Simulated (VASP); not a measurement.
# ZnS (Pmm2) in VASP: notebook

Runs on ZnS. Level: r2SCAN. Tasks: single point.

Everything below comes from runs of VASP 6.6.1. Logs are shortened: lines on timing, memory, paths and dates and some standing lists are left out, and cuts for length are marked.

## Step 1: The cell of the first run

The structure is orthorhombic, space group Pmm2 (No. 25). The conventional cell has a = 3.825 Å, b = 3.825 Å, c = 13.819 Å, α = 90.00°, β = 90.00°, γ = 90.00°. Within 3.1 Å of Zn (site symmetry mm2) lie 2 S at 2.34 Å. Zn (site symmetry mm2) has 4 S at 2.34 Å within 3.1 Å. Zn (site symmetry mm2) has 4 S at 2.34 Å within 3.1 Å. Zn (site symmetry mm2) has 4 S at 2.34 Å within 3.1 Å. Within 3.1 Å of S (site symmetry mm2) lie 4 Zn at 2.34 Å. Within 3.1 Å of S (site symmetry mm2) lie 4 Zn at 2.34 Å. Within 3.1 Å of S (site symmetry mm2) lie 4 Zn at 2.34 Å. S (site symmetry mm2) has 2 Zn at 2.34 Å within 3.1 Å.

## Step 2: Single point, r2SCAN

File POSCAR:

```
ZnS
1.0
   -2.7046500000     -2.7046500000      0.0000000000
    2.7046500000     -2.7046500000      0.0000000000
    0.0000000000      0.0000000000     13.8186000000
Zn S
4 4
Direct
    0.0000000000      0.0000000000      0.7339699753
    0.5000000000      0.5000000000      0.1467939951
    0.0000000000      0.0000000000      0.3425193218
    0.5000000000      0.5000000000      0.5382446485
    0.5000000000      0.0000000000      0.2446566584
    0.0000000000      0.5000000000      0.4403819852
    0.5000000000      0.0000000000      0.6361073119
    0.0000000000      0.5000000000      0.0489313317
```

File INCAR.step1:

```
PREC     = Accurate       # precision mode
ENCUT    = 520            # plane-wave cutoff, eV
ISMEAR   = 0              # smearing method
SIGMA    = 0.05           # smearing width, eV
LREAL    = False          # projectors in reciprocal space
LASPH    = True           # aspherical terms in the spheres
NELM     = 80             # most SCF steps
NBANDS   = 46             # bands
GGA      = PE             # functional
ALGO     = Normal         # electronic algorithm
EDIFF    = 1E-4           # SCF threshold, eV
LWAVE    = True           # write WAVECAR
LCHARG   = False          # write CHGCAR
```

File INCAR.step2:

```
PREC     = Accurate       # precision mode
ENCUT    = 520            # plane-wave cutoff, eV
EDIFF    = 1E-6           # SCF threshold, eV
ISMEAR   = 0              # smearing method
SIGMA    = 0.05           # smearing width, eV
LREAL    = False          # projectors in reciprocal space
LASPH    = True           # aspherical terms in the spheres
NELM     = 80             # most SCF steps
ALGO     = Normal         # electronic algorithm
ISIF     = 2              # what is computed and relaxed
LWAVE    = False          # write WAVECAR
LCHARG   = False          # write CHGCAR
METAGGA  = R2SCAN         # meta-GGA
LMIXTAU  = True         
NBANDS   = 46             # bands
ISTART   = 1
```

File KPOINTS:

```
Automatic mesh
0
Gamma
  6 6 2
```

Potentials or basis: VASP PAW PBE potentials, release 64 (Zn, S).

Started as:

```
cat potpaw_PBE.64/Zn/POTCAR potpaw_PBE.64/S/POTCAR > POTCAR
cp INCAR.step1 INCAR
mpirun -np 1 vasp_std > vasp.out
cp INCAR.step2 INCAR
mpirun -np 1 vasp_std > vasp.out
```

OUTCAR:

```text
PREC = Accurate
   ENCUT = 520
   EDIFF = 1E-6
   ISMEAR = 0
   LREAL = False
   LASPH = True
   NELM = 80
   ISIF = 2
   METAGGA = R2SCAN
   ISTART = 1

 ion  position               nearest neighbor table
   1  0.000  0.000  0.734-   7 2.34   7 2.34
   2  0.500  0.500  0.147-   5 2.34   5 2.34   8 2.34   8 2.34
   3  0.000  0.000  0.343-   5 2.34   6 2.34   6 2.34   5 2.34
   4  0.500  0.500  0.538-   6 2.34   6 2.34   7 2.34   7 2.34
   5  0.500  0.000  0.245-   2 2.34   2 2.34   3 2.34   3 2.34
   6  0.000  0.500  0.440-   4 2.34   4 2.34   3 2.34   3 2.34
   7  0.500  0.000  0.636-   1 2.34   4 2.34   4 2.34   1 2.34
   8  0.000  0.500  0.049-   2 2.34   2 2.34

  LATTYP: Found a simple tetragonal cell.
 ALAT       =     3.8249527115
 C/A-ratio  =     3.6127505468

  Lattice vectors:

 A1 = (  -2.7046500000,  -2.7046500000,   0.0000000000)
 A2 = (   2.7046500000,  -2.7046500000,   0.0000000000)
 A3 = (   0.0000000000,   0.0000000000,  13.8186000000)

Analysis of symmetry for initial positions (statically):
=====================================================================
 Subroutine PRICEL returns:
 Original cell was already a primitive cell.

 Routine SETGRP: Setting up the symmetry group for a
 simple tetragonal supercell.

 Subroutine GETGRP returns: Found  4 space group operations
 (whereof  4 operations were pure point group operations)
 out of a pool of 16 trial point group operations.

The static configuration has the point symmetry C_2v.

Analysis of symmetry for dynamics (positions and initial velocities):
=====================================================================
 Subroutine PRICEL returns:
 Original cell was already a primitive cell.

 Routine SETGRP: Setting up the symmetry group for a
 simple tetragonal supercell.

 Subroutine GETGRP returns: Found  4 space group operations
 (whereof  4 operations were pure point group operations)
 out of a pool of 16 trial point group operations.

The dynamic configuration has the point symmetry C_2v.

 Subroutine INISYM returns: Found  4 space group operations
 (whereof  4 operations are pure point group operations),
 and found     1 'primitive' translations

----------------------------------------------------------------------------------------

                                     Primitive cell

  volume of cell :     202.1698

  direct lattice vectors                    reciprocal lattice vectors
    -2.704650000 -2.704650000  0.000000000    -0.184866803 -0.184866803  0.000000000
     2.704650000 -2.704650000  0.000000000     0.184866803 -0.184866803  0.000000000
     0.000000000  0.000000000 13.818600000     0.000000000  0.000000000  0.072366231

  length of vectors
     3.824952711  3.824952711 13.818600000     0.261441141  0.261441141  0.072366231

  position of ions in fractional coordinates (direct lattice)
     0.000000000  0.000000000  0.733969975
     0.500000000  0.500000000  0.146793995
     0.000000000  0.000000000  0.342519322
     0.500000000  0.500000000  0.538244648
     0.500000000  0.000000000  0.244656658
     0.000000000  0.500000000  0.440381985
     0.500000000  0.000000000  0.636107312
     0.000000000  0.500000000  0.048931332

  ion indices of the primitive-cell ions
   primitive index   ion index
                 1           1
                 2           2
                 3           3
                 4           4
                 5           5
                 6           6
                 7           7
                 8           8

----------------------------------------------------------------------------------------

 KPOINTS: Automatic mesh

Automatic generation of k-mesh.
 Grid dimensions read from file:
 generate k-points for:    6    6    2

 Generating k-lattice:

  Cartesian coordinates                     Fractional coordinates (reciprocal lattice)
    -0.030811134 -0.030811134  0.000000000     0.166666667  0.000000000  0.000000000
     0.030811134 -0.030811134  0.000000000     0.000000000  0.166666667  0.000000000
     0.000000000  0.000000000  0.036183116     0.000000000  0.000000000  0.500000000

  Length of vectors
     0.043573523  0.043573523  0.036183116

  Shift w.r.t. Gamma in fractional coordinates (k-lattice)
     0.000000000  0.000000000  0.000000000

 Subroutine IBZKPT returns following result:
 ===========================================

 Found     32 irreducible k-points:

 Following reciprocal coordinates:
            Coordinates               Weight
  0.000000  0.000000  0.000000      1.000000
  0.166667  0.000000  0.000000      2.000000
  0.000000  0.166667  0.000000      2.000000
  0.333333  0.000000  0.000000      2.000000
  0.000000  0.333333  0.000000      2.000000
  0.500000  0.000000  0.000000      1.000000
[... 16 lines left out ...]
  0.000000  0.500000  0.500000      1.000000
  0.166667  0.166667  0.500000      4.000000
 [... further k-points ...]
   k-points           NKPTS =     32   k-points in BZ     NKDIM =     32   number of bands    NBANDS=     46
   number of dos      NEDOS =    301   number of ions     NIONS =      8
   total plane-waves  NPLWV =  84672
   dimension x,y,z NGX =    28 NGY =   28 NGZ =  108
   dimension x,y,z NGXF=    56 NGYF=   56 NGZF=  216
   ions per type =               4   4
   NGX,Y,Z   is equivalent  to a cutoff of  12.17, 12.17, 12.99 a.u.
   NGXF,Y,Z  is equivalent  to a cutoff of  24.34, 24.34, 25.99 a.u.
 SYSTEM =  unknown system
   PREC   = accura    normal or accurate (medium, high low for compatibility)
   ISTART =      1    job   : 0-new  1-cont  2-samecut
   ICHARG =      0    charge: 1-file 2-atom 10-const
   ISPIN  =      1    spin polarized calculation?
   LNONCOLLINEAR =      F non collinear calculations
   LSORBIT =      F    spin-orbit coupling
   LASPH  =      T    aspherical Exc in radial PAW
   ENCUT  =  520.0 eV  38.22 Ry    6.18 a.u.   7.11  7.11 25.69*2*pi/ulx,y,z
   NELM   =     80;   NELMIN=  2; NELMDL=  0     # of ELM steps
   EDIFF  = 0.1E-05   stopping-criterion for ELM
   LREAL  =      F    real-space projection
   EDIFFG = 0.1E-04   stopping-criterion for IOM
   NSW    =      0    number of steps for IOM
   IBRION =     -1    ionic relax: 0-MD 1-quasi-New 2-CG
   NFREE  =      0    steps in history (QN), initial steepest desc. (CG)
   ISIF   =      2    stress and relaxation
   ISYM   =      2    0-nonsym 1-usesym 2-fastsym
   POTIM  = 0.5000    time-step for ionic-motion
   TEBEG  =    0.0;   TEEND  =   0.0 temperature during run
   PSTRESS=    0.0 pullay stress
   NELECT =      72.0000    total number of electrons
   NUPDOWN=      -1.0000    fix difference up-down
   EMIN   =  10.00;   EMAX   =-10.00  energy-range for DOS
   EFERMI =   0.00;   METHOD = LEGACY
   ISMEAR =     0;   SIGMA  =   0.05  broadening in eV -4-tet -1-fermi 0-gaus
   EFERMI_NEDOS =   21; number of points for ismear=-14 and -15
   IALGO  =     38    algorithm
   IMIX   =      4    mixing-type and parameters
     AMIX     =   0.40;   BMIX     =  1.00
     AMIX_MAG =   1.60;   BMIX_MAG =  1.00
  volume/ion in A,a.u.               =      25.27       170.54
  Fermi-wavevector in a.u.,A,eV,Ry     =   1.160416  2.192868 18.321124  1.346565
  Thomas-Fermi vector in A             =   2.296998
   LORBIT       =      0    0 simple, 1 ext, 2 COOP (PROOUT), +10 PAW based schemes
   METAGGA = R2SCAN    functional components
   LHFCALC =     F    Hartree Fock is set to
   AEXX    =    0.0000 exact exchange contribution
   IVDW    =     0    specifies the selected vdW correction
   LEPSILON=     F    determine dielectric tensor
   LRPA    =     F    only Hartree local field effects (RPA)
 non-spin polarized calculation
 Gauss-broadening in eV      SIGMA  =   0.05
  energy-cutoff  :      520.00
  volume of cell :      202.17
 maximum number of plane-waves:      5476
   NGX = 15   NGY = 15   NGZ = 51

 number of electron      71.9999941 magnetization

 Free energy of the ion-electron system (eV)
  ---------------------------------------------------
  ext. energy  EPLUGINS =         0.00000000
  ---------------------------------------------------
  free energy    TOTEN  =       -71.39960536 eV

  energy without entropy =      -71.39131446  energy(sigma->0) =      -71.39545991

 E-fermi :   0.9267     XC(G=0):  -8.8579

 val. band max:        0.9164306348   @ k =   0.5000   0.1667   0.5000
 cond. band min:       0.9334249218   @ k =   0.3333   0.1667   0.0000
 fundamental gap:      0.0169942870
 Fermi energy:         0.9266541612

 k-point     1 :       0.0000    0.0000    0.0000
  band No.  band energies     occupation
      1     -14.2201      2.00000
      2     -13.2854      2.00000
      3     -12.3877      2.00000
      4     -10.8429      2.00000
      5      -7.3812      2.00000
      6      -7.3181      2.00000
[... 38 lines left out ...]
     45       6.6378      0.00000
     46       6.7465      0.00000

 k-point     2 :       0.1667    0.0000    0.0000
  band No.  band energies     occupation
      1     -14.1189      2.00000
      2     -13.2049      2.00000
      3     -12.3180      2.00000
      4     -10.7729      2.00000
      5      -7.3256      2.00000
      6      -7.2992      2.00000
[... 38 lines left out ...]
     45       6.6350      0.00000
     46       7.2249      0.00000

 k-point     3 :       0.0000    0.1667    0.0000
  band No.  band energies     occupation
      1     -14.1192      2.00000
      2     -13.2074      2.00000
      3     -12.3215      2.00000
      4     -10.8052      2.00000
      5      -7.3402      2.00000
      6      -7.3142      2.00000
[... 1018 lines left out ...]
     45       7.5062      0.00000
     46       7.6602      0.00000

 k-point    24 :       0.1667    0.1667    0.5000
  band No.  band energies     occupation
      1     -14.0227      2.00000
      2     -13.1278      2.00000
      3     -12.2499      2.00000
      4     -10.7322      2.00000
      5      -7.3091      2.00000
      6      -7.2707      2.00000
[... 38 lines left out ...]
     45       6.9966      0.00000
     46       7.2742      0.00000

 [... further k-points ...]

------------------------ aborting loop because EDIFF is reached ----------------------------------------

  FORCE on cell =-STRESS in cart. coord.  units (eV):
  Direction    XX          YY          ZZ          XY          YZ          ZX
  --------------------------------------------------------------------------------------
  -------------------------------------------------------------------------------------
  Total       -1.8415428     -1.8415428     -2.0987992     -0.5470633      0.0000000      0.0000000
  in kB      -14.5940626    -14.5940626    -16.6327973     -4.3354282      0.0000000      0.0000000
  external PRESSURE =     -15.2736408 kB  Pullay stress =       0.0000000 kB

 VOLUME and BASIS-vectors are now :
 -----------------------------------------------------------------------------
  energy-cutoff  :      520.00
  volume of cell :      202.17
      direct lattice vectors                 reciprocal lattice vectors
    -2.704650000 -2.704650000  0.000000000    -0.184866803 -0.184866803  0.000000000
     2.704650000 -2.704650000  0.000000000     0.184866803 -0.184866803  0.000000000
     0.000000000  0.000000000 13.818600000     0.000000000  0.000000000  0.072366231

 POSITION                                       TOTAL-FORCE (eV/Angst)
 -----------------------------------------------------------------------------------
      0.00000      0.00000     10.14244        -0.000000      0.000000     -0.021795
      0.00000     -2.70465      2.02849         0.000000     -0.000000     -0.822239
      0.00000      0.00000      4.73314        -0.000000      0.000000     -0.644995
      0.00000     -2.70465      7.43779         0.000000     -0.000000     -0.681425
     -1.35232     -1.35232      3.38081         0.000000     -0.000000      0.699895
      1.35232     -1.35232      6.08546        -0.000000     -0.000000      0.587718
     -1.35232     -1.35232      8.79011         0.000000     -0.000000      0.572842
      1.35232     -1.35232      0.67616         0.000000     -0.000000      0.309998
 -----------------------------------------------------------------------------------
    total drift:                                0.000000     -0.000000      0.026073

  FREE ENERGIE OF THE ION-ELECTRON SYSTEM (eV)
  ---------------------------------------------------
  free  energy   TOTEN  =       -71.3996053571 eV

  energy  without entropy=      -71.3913144634  energy(sigma->0) =      -71.39545991
```

Wall time 13 min (1 thread of Intel Xeon Platinum 8488C (Sapphire Rapids), shared host); peak memory 0.45 GiB.

Results:

```
Free energy            : -71.3996 eV
Pressure               : -1.5 GPa
Largest force          : 0.822 eV/Å
Band gap on the k mesh : zero (band 36 reaches 0.95 eV, above the bottom of band 37 at 0.91 eV)
```

Forces in eV/Å, atoms in the order of the input:
```
Zn   0.000  0.000 -0.022
Zn   0.000  0.000 -0.822
Zn   0.000  0.000 -0.645
Zn   0.000  0.000 -0.681
S    0.000  0.000  0.700
S    0.000  0.000  0.588
S    0.000  0.000  0.573
S    0.000  0.000  0.310
```

Stress tensor (GPa, compression positive):
```
-1.46 -0.43  0.00
-0.43 -1.46  0.00
 0.00  0.00 -1.66
```

Caveat: the PAW data sets were made with another functional, which shifts forces and pressure a little.

## Step 3: Single point, r2SCAN

This run uses another cell than the first one, of 20.70 Å³/atom, 0.819 times its volume.

File POSCAR:

```
ZnS
1.0
   -2.7046500000     -2.7046500000      0.0000000000
    2.7046500000     -2.7046500000      0.0000000000
    0.0000000000      0.0000000000     11.3186000000
Zn S
4 4
Direct
    0.0000000000      0.0000000000      0.8960858675
    0.5000000000      0.5000000000      0.1792171735
    0.0000000000      0.0000000000      0.4181734048
    0.5000000000      0.5000000000      0.6571296362
    0.5000000000      0.0000000000      0.2986952892
    0.0000000000      0.5000000000      0.5376515205
    0.5000000000      0.0000000000      0.7766077518
    0.0000000000      0.5000000000      0.0597390578
```

File INCAR.step1:

```
ALGO = Normal
EDIFF = 1E-4
ENCUT = 520
GGA = PE
ISMEAR = 0
LASPH = True
LCHARG = False
LREAL = False
LWAVE = True
NBANDS = 46
NELM = 60
PREC = Accurate
SIGMA = 0.05
```

File INCAR.step2:

```
ALGO = Normal
EDIFF = 1E-6
ENCUT = 520
ISIF = 2
ISMEAR = 0
ISTART = 1
LASPH = True
LCHARG = False
LMIXTAU = True
LREAL = False
LWAVE = False
METAGGA = R2SCAN
NBANDS = 46
NELM = 60
PREC = Accurate
SIGMA = 0.05
```

File KPOINTS:

```
k-points
0
Gamma
  6 6 2
```

Potentials or basis: VASP PAW PBE potentials, release 64 (Zn, S).

Started as:

```
cat potpaw_PBE.64/Zn/POTCAR potpaw_PBE.64/S/POTCAR > POTCAR
cp INCAR.step1 INCAR
mpirun -np 1 vasp_std > vasp.out
cp INCAR.step2 INCAR
mpirun -np 1 vasp_std > vasp.out
```

Wall time 16 min (1 thread of Oxide Virtual Turin-like, shared host); peak memory 0.34 GiB.

Results (log left out):

* Free energy: -74.8681 eV
* Pressure: -3.0 GPa
* Largest force: 1.621 eV/Å
* Band gap on the k mesh: 1.94 eV, direct

Forces in eV/Å, atoms in the order of the input:
```
Zn   0.000  0.000  1.528
Zn   0.000  0.000 -0.412
Zn   0.000  0.000 -0.229
Zn   0.000  0.000 -0.239
S    0.000  0.000  0.237
S    0.000  0.000  0.246
S    0.000  0.000  0.490
S    0.000  0.000 -1.621
```

Stress tensor (GPa, compression positive):
```
-1.97  0.11  0.00
 0.11 -1.97  0.00
 0.00  0.00 -5.04
```

Levels at points of the mesh, in eV from the valence-band top:
| k point | band 32 | band 33 | band 34 | band 35 | band 36 | band 37 | band 38 | band 39 | band 40 | band 41 |
| --- | --- | --- | --- | --- | --- | --- | --- | --- | --- | --- |
| (0.00, 0.00, 0.00) | -1.23 | -1.12 | -0.43 | -0.21 | 0.00 | 1.94 | 3.48 | 4.07 | 4.38 | 4.57 |
| (0.50, 0.00, 0.00) | -1.33 | -1.33 | -1.28 | -0.98 | -0.12 | 3.05 | 3.42 | 4.86 | 4.92 | 6.58 |
| (0.00, 0.50, 0.00) | -1.38 | -1.14 | -1.05 | -1.05 | -0.58 | 2.97 | 3.25 | 4.82 | 5.18 | 5.94 |
| (0.50, 0.50, 0.00) | -2.88 | -2.57 | -2.38 | -2.18 | -2.06 | 2.93 | 3.50 | 3.66 | 4.20 | 5.35 |
| (0.00, 0.00, 0.50) | -1.29 | -0.94 | -0.88 | -0.35 | -0.11 | 2.75 | 3.40 | 3.66 | 4.02 | 4.48 |
| (0.50, 0.00, 0.50) | -1.66 | -1.62 | -1.33 | -0.98 | -0.12 | 3.56 | 3.90 | 4.22 | 4.42 | 6.22 |
| (0.00, 0.50, 0.50) | -1.58 | -1.48 | -1.38 | -1.05 | -0.58 | 3.41 | 3.80 | 4.30 | 4.41 | 5.88 |
| (0.50, 0.50, 0.50) | -2.81 | -2.62 | -2.43 | -2.26 | -2.13 | 3.38 | 3.84 | 4.14 | 4.39 | 4.70 |

Caveat: the PAW data sets were made with another functional, which shifts forces and pressure a little. r2SCAN opens gaps a little over a GGA but as a rule still falls short of measured ones.
